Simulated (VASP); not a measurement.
# Ca3AsP (Cm) in VASP: relaxation of the atoms with PBE

Aim: the relaxation of the atoms of Ca3AsP with PBE.

All numbers are computed with VASP 6.6.1; they aren't measurements. Logs are shortened: lines on timing, memory, paths and dates and some standing lists are left out, and cuts for length are marked.

## (1) The cell of the first run

Symmetry: Cm, No. 8, monoclinic system. Conventional cell: a = 7.543 Å, b = 7.543 Å, c = 5.334 Å, α = 90.00°, β = 90.00°, γ = 90.00°. Ca (site symmetry 1) has 2 P at 2.67 Å and 8 Ca at 3.63 to 3.91 Å and 4 As at 3.77 Å within 4.0 Å. Ca (site symmetry m) has 2 P at 2.57 to 2.77 Å within 3.4 Å. Within 3.4 Å of P (site symmetry m) lie 6 Ca at 2.57 to 2.77 Å. As (site symmetry m) has 12 Ca at 3.63 to 3.91 Å and 8 P at 4.62 Å within 4.8 Å.

## (2) Relaxation of the atoms, PBE

The input, INCAR:

```
SYSTEM = Ca3AsP
ALGO     = Normal         ! electronic algorithm
EDIFF    = 1E-7           ! SCF threshold, eV
EDIFFG   = -0.001         ! ionic threshold
ENCUT    = 520            ! plane-wave cutoff, eV
GGA      = PE             ! functional
IBRION   = 2              ! ionic algorithm
ISIF     = 2              ! what is computed and relaxed
ISMEAR   = 0              ! smearing method
LASPH    = .True.         ! aspherical terms in the spheres
LCHARG   = .False.        ! write CHGCAR
LREAL    = .False.        ! projectors in reciprocal space
LWAVE    = .False.        ! write WAVECAR
NELM     = 100            ! most SCF steps
NSW      = 60             ! ionic steps
PREC     = Accurate       ! precision mode
SIGMA    = 0.01           ! smearing width, eV
```

The input, KPOINTS:

```
k-points
0
Gamma
  3 3 3
  0 0 0
```

The input, POSCAR:

```
Ca3AsP
1.0
    5.3338990000      0.0000000000      0.0000000000
    0.0000000000      5.3338990000      0.0000000000
    0.0000000000      0.0000000000      5.3338990000
Ca P As
3 1 1
Direct
    0.0000000000      0.5000000000      0.5000000000
    0.5187480100     -0.0187480100      0.5187480100
    0.5000000000      0.5000000000      0.0000000000
    0.5000000000      0.5000000000      0.5000000000
    0.0000000000      0.0000000000      0.0000000000
```

Potentials or basis: VASP PAW PBE potentials, release 64 (Ca_sv, P, As).

Run with:

```bash
$ cat potpaw_PBE.64/Ca_sv/POTCAR potpaw_PBE.64/P/POTCAR potpaw_PBE.64/As/POTCAR > POTCAR
$ mpirun -np 1 vasp_std > vasp.out
```

OUTCAR:

```text
SYSTEM = Ca3AsP
   EDIFF = 1E-7
   EDIFFG = -0.001
   ENCUT = 520
   GGA = PE
   IBRION = 2
   ISIF = 2
   ISMEAR = 0
   LASPH = .True.
   LREAL = .False.
   NELM = 100
   NSW = 60
   PREC = Accurate

 ion  position               nearest neighbor table
   1  0.000  0.500  0.500-   4 2.67   4 2.67
   2  0.519  0.981  0.519-   4 2.57   4 2.77
   3  0.500  0.500  0.000-   4 2.67   4 2.67
   4  0.500  0.500  0.500-   2 2.57   1 2.67   3 2.67   3 2.67   1 2.67   2 2.77
   5  0.000  0.000  0.000-

  LATTYP: Found a simple cubic cell.
 ALAT       =     5.3338990000

  Lattice vectors:

 A1 = (   5.3338990000,   0.0000000000,   0.0000000000)
 A2 = (   0.0000000000,   5.3338990000,   0.0000000000)
 A3 = (   0.0000000000,   0.0000000000,   5.3338990000)

Analysis of symmetry for initial positions (statically):
=====================================================================
 Subroutine PRICEL returns:
 Original cell was already a primitive cell.

 Routine SETGRP: Setting up the symmetry group for a
 simple cubic supercell.

 Subroutine GETGRP returns: Found  2 space group operations
 (whereof  2 operations were pure point group operations)
 out of a pool of 48 trial point group operations.

The static configuration has the point symmetry C_1h.

Analysis of symmetry for dynamics (positions and initial velocities):
=====================================================================
 Subroutine PRICEL returns:
 Original cell was already a primitive cell.

 Routine SETGRP: Setting up the symmetry group for a
 simple cubic supercell.

 Subroutine GETGRP returns: Found  2 space group operations
 (whereof  2 operations were pure point group operations)
 out of a pool of 48 trial point group operations.

The dynamic configuration has the point symmetry C_1h.

 Subroutine INISYM returns: Found  2 space group operations
 (whereof  2 operations are pure point group operations),
 and found     1 'primitive' translations

----------------------------------------------------------------------------------------

                                     Primitive cell

  volume of cell :     151.7520

  direct lattice vectors                    reciprocal lattice vectors
     5.333899000  0.000000000  0.000000000     0.187480115  0.000000000  0.000000000
     0.000000000  5.333899000  0.000000000     0.000000000  0.187480115  0.000000000
     0.000000000  0.000000000  5.333899000     0.000000000  0.000000000  0.187480115

  length of vectors
     5.333899000  5.333899000  5.333899000     0.187480115  0.187480115  0.187480115

  position of ions in fractional coordinates (direct lattice)
     0.000000000  0.500000000  0.500000000
     0.518748010  0.981251990  0.518748010
     0.500000000  0.500000000  0.000000000
     0.500000000  0.500000000  0.500000000
     0.000000000  0.000000000  0.000000000

  ion indices of the primitive-cell ions
   primitive index   ion index
                 1           1
                 2           2
                 3           3
                 4           4
                 5           5

----------------------------------------------------------------------------------------

 KPOINTS: k-points

Automatic generation of k-mesh.
 Grid dimensions read from file:
 generate k-points for:    3    3    3

 Generating k-lattice:

  Cartesian coordinates                     Fractional coordinates (reciprocal lattice)
     0.062493372  0.000000000  0.000000000     0.333333333  0.000000000  0.000000000
     0.000000000  0.062493372  0.000000000     0.000000000  0.333333333  0.000000000
     0.000000000  0.000000000  0.062493372     0.000000000  0.000000000  0.333333333

  Length of vectors
     0.062493372  0.062493372  0.062493372

  Shift w.r.t. Gamma in fractional coordinates (k-lattice)
     0.000000000  0.000000000  0.000000000

 Subroutine IBZKPT returns following result:
 ===========================================

 Found     10 irreducible k-points:

 Following reciprocal coordinates:
            Coordinates               Weight
  0.000000  0.000000  0.000000      1.000000
  0.333333  0.000000  0.000000      4.000000
  0.000000  0.333333  0.000000      2.000000
  0.333333  0.333333  0.000000      4.000000
  0.333333  0.000000  0.333333      2.000000
 -0.333333  0.333333  0.000000      4.000000
 -0.333333  0.000000  0.333333      2.000000
  0.333333  0.333333  0.333333      2.000000
 -0.333333  0.333333  0.333333      4.000000
  0.333333 -0.333333  0.333333      2.000000
   k-points           NKPTS =     10   k-points in BZ     NKDIM =     10   number of bands    NBANDS=     24
   number of dos      NEDOS =    301   number of ions     NIONS =      5
   total plane-waves  NPLWV =  64000
   dimension x,y,z NGX =    40 NGY =   40 NGZ =   40
   dimension x,y,z NGXF=    80 NGYF=   80 NGZF=   80
   ions per type =               3   1   1
   NGX,Y,Z   is equivalent  to a cutoff of  12.47, 12.47, 12.47 a.u.
   NGXF,Y,Z  is equivalent  to a cutoff of  24.93, 24.93, 24.93 a.u.
 SYSTEM =  Ca3AsP
   PREC   = accura    normal or accurate (medium, high low for compatibility)
   ISTART =      0    job   : 0-new  1-cont  2-samecut
   ICHARG =      2    charge: 1-file 2-atom 10-const
   ISPIN  =      1    spin polarized calculation?
   LNONCOLLINEAR =      F non collinear calculations
   LSORBIT =      F    spin-orbit coupling
   LASPH  =      T    aspherical Exc in radial PAW
   ENCUT  =  520.0 eV  38.22 Ry    6.18 a.u.   9.92  9.92  9.92*2*pi/ulx,y,z
   NELM   =    100;   NELMIN=  2; NELMDL= -5     # of ELM steps
   EDIFF  = 0.1E-06   stopping-criterion for ELM
   LREAL  =      F    real-space projection
   EDIFFG = -.1E-02   stopping-criterion for IOM
   NSW    =     60    number of steps for IOM
   IBRION =      2    ionic relax: 0-MD 1-quasi-New 2-CG
   NFREE  =      1    steps in history (QN), initial steepest desc. (CG)
   ISIF   =      2    stress and relaxation
   ISYM   =      2    0-nonsym 1-usesym 2-fastsym
   POTIM  = 0.5000    time-step for ionic-motion
   TEBEG  =    0.0;   TEEND  =   0.0 temperature during run
   PSTRESS=    0.0 pullay stress
   NELECT =      40.0000    total number of electrons
   NUPDOWN=      -1.0000    fix difference up-down
   EMIN   =  10.00;   EMAX   =-10.00  energy-range for DOS
   EFERMI =   0.00;   METHOD = LEGACY
   ISMEAR =     0;   SIGMA  =   0.01  broadening in eV -4-tet -1-fermi 0-gaus
   EFERMI_NEDOS =   21; number of points for ismear=-14 and -15
   IALGO  =     38    algorithm
   IMIX   =      4    mixing-type and parameters
     AMIX     =   0.40;   BMIX     =  1.00
     AMIX_MAG =   1.60;   BMIX_MAG =  1.00
  volume/ion in A,a.u.               =      30.35       204.81
  Fermi-wavevector in a.u.,A,eV,Ry     =   1.049663  1.983576 14.990806  1.101793
  Thomas-Fermi vector in A             =   2.184635
   LORBIT       =      0    0 simple, 1 ext, 2 COOP (PROOUT), +10 PAW based schemes
   GGA     = PE    functional components
   LHFCALC =     F    Hartree Fock is set to
   AEXX    =    0.0000 exact exchange contribution
   IVDW    =     0    specifies the selected vdW correction
   LEPSILON=     F    determine dielectric tensor
   LRPA    =     F    only Hartree local field effects (RPA)
 conjugate gradient relaxation of ions
 non-spin polarized calculation
 Gauss-broadening in eV      SIGMA  =   0.01
  energy-cutoff  :      520.00
  volume of cell :      151.75
 maximum number of plane-waves:      4108
   NGX = 19   NGY = 19   NGZ = 19

--------------------------------------- Ionic step        1  -------------------------------------------

 number of electron      39.9999991 magnetization

 Free energy of the ion-electron system (eV)
  ---------------------------------------------------
  ext. energy  EPLUGINS =         0.00000000
  ---------------------------------------------------
  free energy    TOTEN  =       -20.04774745 eV

  energy without entropy =      -20.04774745  energy(sigma->0) =      -20.04774745

------------------------ aborting loop because EDIFF is reached ----------------------------------------

  FORCE on cell =-STRESS in cart. coord.  units (eV):
  Direction    XX          YY          ZZ          XY          YZ          ZX
  --------------------------------------------------------------------------------------
  -------------------------------------------------------------------------------------
  Total        0.1091557      0.3253368      0.1091557      0.0130115      0.0130116     -0.0129921
  in kB        1.1524516      3.4348625      1.1524516      0.1373740      0.1373749     -0.1371688
  external PRESSURE =       1.9132552 kB  Pullay stress =       0.0000000 kB
[... 98 lines left out ...]
  FREE ENERGIE OF THE ION-ELECTRON SYSTEM (eV)
  ---------------------------------------------------
  free  energy   TOTEN  =       -20.1016688622 eV

  energy  without entropy=      -20.1016688622  energy(sigma->0) =      -20.10166886

[... ionic steps 4 to 44 ...]

--------------------------------------- Ionic step       45  -------------------------------------------

 number of electron      39.9999999 magnetization

------------------------ aborting loop because EDIFF is reached ----------------------------------------

  FORCE on cell =-STRESS in cart. coord.  units (eV):
  Direction    XX          YY          ZZ          XY          YZ          ZX
  --------------------------------------------------------------------------------------
  -------------------------------------------------------------------------------------
  Total        1.8497296      0.0279680      1.8497296      0.0008413      0.0008413      0.5191308
  in kB       19.5292002      0.2952828     19.5292002      0.0088820      0.0088824      5.4809147
  external PRESSURE =      13.1178944 kB  Pullay stress =       0.0000000 kB
[... 63 lines left out ...]
  energy  without entropy=      -20.3413637636  energy(sigma->0) =      -20.34136376

--------------------------------------- Ionic step       47  -------------------------------------------

 number of electron      39.9999999 magnetization

 Free energy of the ion-electron system (eV)
  ---------------------------------------------------
  ext. energy  EPLUGINS =         0.00000000
  ---------------------------------------------------
  free energy    TOTEN  =       -20.34136418 eV

  energy without entropy =      -20.34136418  energy(sigma->0) =      -20.34136418

 E-fermi :   2.0840     XC(G=0):  -8.3532

 val. band max:        2.0256973926   @ k =   0.0000   0.0000   0.0000
 cond. band min:       3.0195936152   @ k =   0.0000   0.0000   0.0000
 fundamental gap:      0.9938962227
 Fermi energy:         2.0839841520

 k-point     1 :       0.0000    0.0000    0.0000
  band No.  band energies     occupation
      1     -38.4634      2.00000
      2     -38.4297      2.00000
      3     -38.2290      2.00000
      4     -19.6597      2.00000
      5     -19.5584      2.00000
      6     -19.5164      2.00000
[... 291 lines left out ...]
  FREE ENERGIE OF THE ION-ELECTRON SYSTEM (eV)
  ---------------------------------------------------
  free  energy   TOTEN  =       -20.3413641777 eV

  energy  without entropy=      -20.3413641777  energy(sigma->0) =      -20.34136418

 reached required accuracy - stopping structural energy minimisation
```

Wall time 24 min (1 thread of Intel Xeon 8259CL, shared host); peak memory 0.26 GiB.

Results:

```
Free energy               : -20.3414 eV
Energy gained by relaxing : 58.7 meV/atom
Ionic steps               : 47
Pressure after relaxing   : 1.3 GPa
Band gap on the k mesh    : 0.99 eV
```

Stress tensor (GPa, compression positive):
```
1.95 0.00 0.55
0.00 0.03 0.00
0.55 0.00 1.95
```

The path:
```
step  energy change (eV)  largest force (eV/Å)  pressure (GPa)
   1              0.0000                1.0925            0.19
   3             -0.0539                0.1542            0.04
   5             -0.0611                0.1587            0.05
   7             -0.0796                0.2490            0.15
   9             -0.0869                0.2472            0.18
  11             -0.1111                0.3553            0.47
  13             -0.1486                0.3147            0.95
  15             -0.1696                0.3294            1.24
  17             -0.1968                0.8606            1.88
  19             -0.2616                0.3191            1.35
  21             -0.2822                0.2078            1.11
  23             -0.2881                0.0985            1.16
  25             -0.2916                0.0469            1.26
  27             -0.2928                0.0540            1.35
  29             -0.2931                0.0268            1.34
  31             -0.2935                0.0154            1.33
  33             -0.2935                0.0126            1.31
  35             -0.2936                0.0101            1.31
  37             -0.2936                0.0092            1.31
  39             -0.2936                0.0073            1.32
  41             -0.2936                0.0036            1.32
  43             -0.2936                0.0020            1.31
  45             -0.2936                0.0031            1.31
  47             -0.2936                0.0007            1.31
```

Final structure:
```yaml
crystal:
  lattice:
    - [5.33390, 0.00000, 0.00000]
    - [0.00000, 5.33390, 0.00000]
    - [0.00000, 0.00000, 5.33390]
  atoms:
    - { symbol: Ca, position: [0.00344, 0.49629, 0.57487] }
    - { symbol: Ca, position: [0.52300, 0.99624, 0.52300] }
    - { symbol: Ca, position: [0.57487, 0.49629, 0.00344] }
    - { symbol: P, position: [0.49338, 0.49623, 0.49338] }
    - { symbol: As, position: [0.92405, 0.99619, 0.92405] }
```
